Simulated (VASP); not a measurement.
# PbS in VASP: further runs

PbS is run at these levels: PBEsol; tasks: single point.

Everything below comes from runs of VASP 6.6.1. Logs are shortened: lines on timing, memory, paths and dates and some standing lists are left out, and cuts for length are marked.

## Step 1: The cell of the first run

The cell holds a slab with vacuum, 4 atoms: a = 4.130 Å, b = 4.130 Å, c = 11.759 Å, α = 93.75°, β = 93.75°, γ = 89.21°.

## Step 2: Single point, PBEsol

INCAR reads:

```
PREC = Accurate
ENCUT = 520
EDIFF = 1E-6
ISMEAR = 0
SIGMA = 0.01
LREAL = False
LASPH = True
NELM = 100
ALGO = Normal
ISIF = 2
LWAVE = False
LCHARG = False
GGA = PS
NBANDS = 28
```

KPOINTS reads:

```
Automatic mesh
0
Gamma
  6 6 2
```

POSCAR reads:

```
PbS
1.0
    2.9405000000     -2.9000000000      0.0000000000
    2.9405000000      2.9000000000      0.0000000000
   -1.0800500000      0.0000000000     11.7092900000
Pb S
2 2
Direct
    0.7756000000      0.7756000000      0.6363800000
    0.2244000000      0.2244000000      0.3636200000
    0.2684000000      0.2684000000      0.5986000000
    0.7316000000      0.7316000000      0.4014000000
```

Potentials or basis: VASP PAW PBE potentials, release 64 (Pb_d, S).

Started as:

```console
$ cat potpaw_PBE.64/Pb_d/POTCAR potpaw_PBE.64/S/POTCAR > POTCAR
$ mpirun -np 1 vasp_std > vasp.out
```

OUTCAR:

```text
PREC = Accurate
   ENCUT = 520
   EDIFF = 1E-6
   ISMEAR = 0
   LREAL = False
   LASPH = True
   NELM = 100
   ISIF = 2
   GGA = PS

 ion  position               nearest neighbor table
   1  0.776  0.776  0.636-   4 2.75   3 2.93   3 2.93   3 2.97   3 2.98
   2  0.224  0.224  0.364-   3 2.75   4 2.93   4 2.93   4 2.97   4 2.98
   3  0.268  0.268  0.599-   2 2.75   1 2.93   1 2.93   1 2.97   1 2.98
   4  0.732  0.732  0.401-   1 2.75   2 2.93   2 2.93   2 2.97   2 2.98

  LATTYP: Found a base centered monoclinic cell.
 ALAT       =     5.8810000000
 B/A-ratio  =     0.9862268322
 C/A-ratio  =     1.9994891546
 COS(beta)  =    -0.0918488301

  Lattice vectors:

 A1 = (   2.9405000000,  -2.9000000000,   0.0000000000)
 A2 = (   2.9405000000,   2.9000000000,   0.0000000000)
 A3 = (  -1.0800500000,   0.0000000000,  11.7092900000)

Analysis of symmetry for initial positions (statically):
=====================================================================
 Subroutine PRICEL returns:
 Original cell was already a primitive cell.

 Routine SETGRP: Setting up the symmetry group for a
 base centered monoclinic supercell.

 Subroutine GETGRP returns: Found  4 space group operations
 (whereof  4 operations were pure point group operations)
 out of a pool of  4 trial point group operations.

The static configuration has the point symmetry C_2h.

Analysis of symmetry for dynamics (positions and initial velocities):
=====================================================================
 Subroutine PRICEL returns:
 Original cell was already a primitive cell.

 Routine SETGRP: Setting up the symmetry group for a
 base centered monoclinic supercell.

 Subroutine GETGRP returns: Found  4 space group operations
 (whereof  4 operations were pure point group operations)
 out of a pool of  4 trial point group operations.

The dynamic configuration has the point symmetry C_2h.

 Subroutine INISYM returns: Found  4 space group operations
 (whereof  4 operations are pure point group operations),
 and found     1 'primitive' translations

----------------------------------------------------------------------------------------

                                     Primitive cell

  volume of cell :     199.7008

  direct lattice vectors                    reciprocal lattice vectors
[... 88 lines left out ...]
   LASPH  =      T    aspherical Exc in radial PAW
   ENCUT  =  520.0 eV  38.22 Ry    6.18 a.u.   7.68  7.68 21.86*2*pi/ulx,y,z
   NELM   =    100;   NELMIN=  2; NELMDL= -5     # of ELM steps
   EDIFF  = 0.1E-05   stopping-criterion for ELM
   LREAL  =      F    real-space projection
   EDIFFG = 0.1E-04   stopping-criterion for IOM
   NSW    =      0    number of steps for IOM
   IBRION =     -1    ionic relax: 0-MD 1-quasi-New 2-CG
   NFREE  =      0    steps in history (QN), initial steepest desc. (CG)
   ISIF   =      2    stress and relaxation
   ISYM   =      2    0-nonsym 1-usesym 2-fastsym
   POTIM  = 0.5000    time-step for ionic-motion
   TEBEG  =    0.0;   TEEND  =   0.0 temperature during run
   PSTRESS=    0.0 pullay stress
   NELECT =      40.0000    total number of electrons
   NUPDOWN=      -1.0000    fix difference up-down
   EMIN   =  10.00;   EMAX   =-10.00  energy-range for DOS
   EFERMI =   0.00;   METHOD = LEGACY
   ISMEAR =     0;   SIGMA  =   0.01  broadening in eV -4-tet -1-fermi 0-gaus
   EFERMI_NEDOS =   21; number of points for ismear=-14 and -15
   IALGO  =     38    algorithm
   IMIX   =      4    mixing-type and parameters
     AMIX     =   0.40;   BMIX     =  1.00
     AMIX_MAG =   1.60;   BMIX_MAG =  1.00
  volume/ion in A,a.u.               =      49.93       336.91
  Fermi-wavevector in a.u.,A,eV,Ry     =   0.957859  1.810091 12.483262  0.917494
  Thomas-Fermi vector in A             =   2.086915
   LORBIT       =      0    0 simple, 1 ext, 2 COOP (PROOUT), +10 PAW based schemes
   GGA     = PS    functional components
   LHFCALC =     F    Hartree Fock is set to
   AEXX    =    0.0000 exact exchange contribution
   IVDW    =     0    specifies the selected vdW correction
   LEPSILON=     F    determine dielectric tensor
   LRPA    =     F    only Hartree local field effects (RPA)
 non-spin polarized calculation
 Gauss-broadening in eV      SIGMA  =   0.01
  energy-cutoff  :      520.00
  volume of cell :      199.70
 maximum number of plane-waves:      5393
   NGX = 15   NGY = 15   NGZ = 43

 number of electron      40.0000009 magnetization

 Free energy of the ion-electron system (eV)
  ---------------------------------------------------
  ext. energy  EPLUGINS =         0.00000000
  ---------------------------------------------------
  free energy    TOTEN  =       -18.42216939 eV

  energy without entropy =      -18.42216939  energy(sigma->0) =      -18.42216939

 E-fermi :   0.6841     XC(G=0):  -5.9536

 val. band max:        0.6237868386   @ k =   0.0000   0.0000   0.0000
 cond. band min:       1.8731532354   @ k =   0.0000   0.0000   0.5000
 fundamental gap:      1.2493663968
 Fermi energy:         0.6841004966

 k-point     1 :       0.0000    0.0000    0.0000
  band No.  band energies     occupation
      1     -15.6595      2.00000
      2     -15.5718      2.00000
      3     -15.5715      2.00000
      4     -15.5628      2.00000
      5     -15.5336      2.00000
      6     -15.5291      2.00000
[... 733 lines left out ...]
     27       7.4415      0.00000
     28       7.5858      0.00000

 [... further k-points ...]

------------------------ aborting loop because EDIFF is reached ----------------------------------------

  FORCE on cell =-STRESS in cart. coord.  units (eV):
  Direction    XX          YY          ZZ          XY          YZ          ZX
  --------------------------------------------------------------------------------------
  -------------------------------------------------------------------------------------
  Total       -1.2584556     -0.2103807     -2.6394570      0.0000000      0.0000000     -0.0126282
  in kB      -10.0964513     -1.6878610    -21.1760732      0.0000000      0.0000000     -0.1013147
  external PRESSURE =     -10.9867952 kB  Pullay stress =       0.0000000 kB

 VOLUME and BASIS-vectors are now :
 -----------------------------------------------------------------------------
  energy-cutoff  :      520.00
  volume of cell :      199.70
      direct lattice vectors                 reciprocal lattice vectors
     2.940500000 -2.900000000  0.000000000     0.170039109 -0.172413793  0.015684191
     2.940500000  2.900000000  0.000000000     0.170039109  0.172413793  0.015684191
    -1.080050000  0.000000000 11.709290000     0.000000000  0.000000000  0.085402275

 POSITION                                       TOTAL-FORCE (eV/Angst)
 -----------------------------------------------------------------------------------
      3.87398      0.00000      7.45156        -0.001449      0.000000     -0.675217
      0.92697      0.00000      4.25773         0.001449      0.000000      0.675217
      0.93194      0.00000      7.00918        -0.003946      0.000000     -0.186609
      3.86901      0.00000      4.70011         0.003946      0.000000      0.186609
 -----------------------------------------------------------------------------------
    total drift:                                0.000000      0.000000      0.000000

  FREE ENERGIE OF THE ION-ELECTRON SYSTEM (eV)
  ---------------------------------------------------
  free  energy   TOTEN  =       -18.4221693899 eV

  energy  without entropy=      -18.4221693899  energy(sigma->0) =      -18.42216939
```

OSZICAR:

```text
N       E                     dE             d eps       ncg     rms          rms(c)
DAV:   1     0.401253445192E+03    0.40125E+03   -0.17734E+04  1488   0.130E+03
DAV:   2     0.322263664895E+02   -0.36903E+03   -0.35820E+03  1520   0.348E+02
DAV:   3    -0.169705204934E+02   -0.49197E+02   -0.48261E+02  1928   0.149E+02
DAV:   4    -0.195438089486E+02   -0.25733E+01   -0.25583E+01  1696   0.396E+01
DAV:   5    -0.196562830788E+02   -0.11247E+00   -0.11243E+00  1960   0.837E+00    0.628E+00
DAV:   6    -0.185023512173E+02    0.11539E+01   -0.28218E+00  2040   0.103E+01    0.381E+00
DAV:   7    -0.184611173137E+02    0.41234E-01   -0.56041E-01  1752   0.301E+00    0.232E+00
DAV:   8    -0.184287184638E+02    0.32399E-01   -0.14923E-01  1972   0.274E+00    0.115E+00
DAV:   9    -0.184214379097E+02    0.72806E-02   -0.38901E-02  1956   0.141E+00    0.284E-01
DAV:  10    -0.184169254181E+02    0.45125E-02   -0.10463E-02  1680   0.389E-01    0.206E-01
DAV:  11    -0.184169777781E+02   -0.52360E-04   -0.30919E-03  1804   0.214E-01    0.123E-01
DAV:  12    -0.184200059710E+02   -0.30282E-02   -0.94750E-04  1716   0.171E-01    0.711E-02
DAV:  13    -0.184215694467E+02   -0.15635E-02   -0.57845E-04  1540   0.104E-01    0.271E-02
DAV:  14    -0.184220097389E+02   -0.44029E-03   -0.88667E-05  1440   0.546E-02    0.255E-02
DAV:  15    -0.184221668615E+02   -0.15712E-03   -0.59192E-05  1504   0.393E-02    0.856E-03
DAV:  16    -0.184221692611E+02   -0.23996E-05   -0.56826E-06  1552   0.138E-02    0.662E-03
DAV:  17    -0.184221693899E+02   -0.12877E-06   -0.47424E-07  1264   0.464E-03
   1 F= -.18422169E+02 E0= -.18422169E+02  d E =-.218394E-19
```

stdout:

```text
POSCAR found type information on POSCAR PbS
 POSCAR found :  2 types and       4 ions
 scaLAPACK will be used
 -----------------------------------------------------------------------------
|                                                                             |
|                                                                             |
|     You enforced a specific xc type in the INCAR file but a different       |
|     I HOPE YOU KNOW WHAT YOU ARE DOING!                                     |
|                                                                             |
 -----------------------------------------------------------------------------

 LDA part: xc-table for (Slater+PW92), standard interpolation
 POSCAR, INCAR and KPOINTS ok, starting setup
 FFT: planning ... GRIDC
 FFT: planning ... GRID_SOFT
 FFT: planning ... GRID
 WAVECAR not read
 entering main loop
```

It took 77 s on 1 thread of Intel Xeon 6975P-C (Granite Rapids), shared host; peak memory 0.35 GiB.

What came out:

* Free energy: -18.4222 eV
* Largest force: 0.675 eV/Å
* Band gap on the k mesh: 1.25 eV

Forces in eV/Å, atoms in the order of the input:
```
Pb  -0.001  0.000 -0.675
Pb   0.001  0.000  0.675
S   -0.004  0.000 -0.187
S    0.004  0.000  0.187
```

Caveat: the PAW data sets were made with another functional, which shifts forces and pressure a little; spin-orbit coupling is left out, which moves the levels of the heavy elements.

## Step 3: Single point, PBEsol

INCAR reads:

```
SYSTEM = PbS
ALGO = Normal
EDIFF = 1E-7
ENCUT = 520
GGA = PS
ISIF = 2
ISMEAR = 0
LASPH = .TRUE.
LCHARG = .FALSE.
LREAL = .FALSE.
LWAVE = .FALSE.
NBANDS = 28
NELM = 100
PREC = Accurate
SIGMA = 0.01
```

KPOINTS reads:

```
k-points
0
G
  8 8 4
  0 0 0
```

POSCAR is that of step 2.

Potentials or basis: VASP PAW PBE potentials, release 64 (Pb_d, S).

Started as:

```console
$ cat potpaw_PBE.64/Pb_d/POTCAR potpaw_PBE.64/S/POTCAR > POTCAR
$ mpirun -np 1 vasp_std > vasp.out
```

Wall time 3.6 min (1 thread of Intel Xeon 6975P-C (Granite Rapids), shared host); peak memory 0.52 GiB.

Results (log left out):

- Free energy: -18.4188 eV
- Largest force: 0.675 eV/Å
- Band gap on the k mesh: 1.24 eV (least direct gap 1.25 eV)

Forces in eV/Å, atoms in the order of the input:
```
Pb  -0.001  0.000 -0.675
Pb   0.001  0.000  0.675
S   -0.004  0.000 -0.192
S    0.004  0.000  0.192
```

Levels at points of the mesh, in eV from the valence-band top:
| k point | band 17 | band 18 | band 19 | band 20 | band 21 | band 22 | band 23 | band 24 |
| --- | --- | --- | --- | --- | --- | --- | --- | --- |
| (0.00, 0.00, 0.00) | -2.46 | -1.47 | -1.35 | -0.01 | 1.35 | 3.12 | 4.84 | 5.13 |
| (0.50, 0.00, 0.00) | -1.02 | -1.02 | -0.38 | -0.38 | 2.00 | 2.00 | 3.07 | 3.07 |
| (0.50, 0.50, 0.00) | -2.98 | -2.95 | -1.56 | -1.46 | 3.68 | 3.79 | 4.56 | 4.64 |
| (0.00, 0.00, 0.50) | -2.46 | -1.47 | -1.35 | -0.01 | 1.24 | 3.85 | 4.47 | 4.84 |
| (0.50, 0.00, 0.50) | -1.02 | -1.02 | -0.38 | -0.38 | 2.00 | 2.00 | 3.07 | 3.07 |
| (0.50, 0.50, 0.50) | -2.98 | -2.95 | -1.56 | -1.46 | 3.67 | 3.77 | 4.57 | 4.63 |

Caveat: the PAW data sets were made with another functional, which shifts forces and pressure a little; spin-orbit coupling is left out, which moves the levels of the heavy elements.
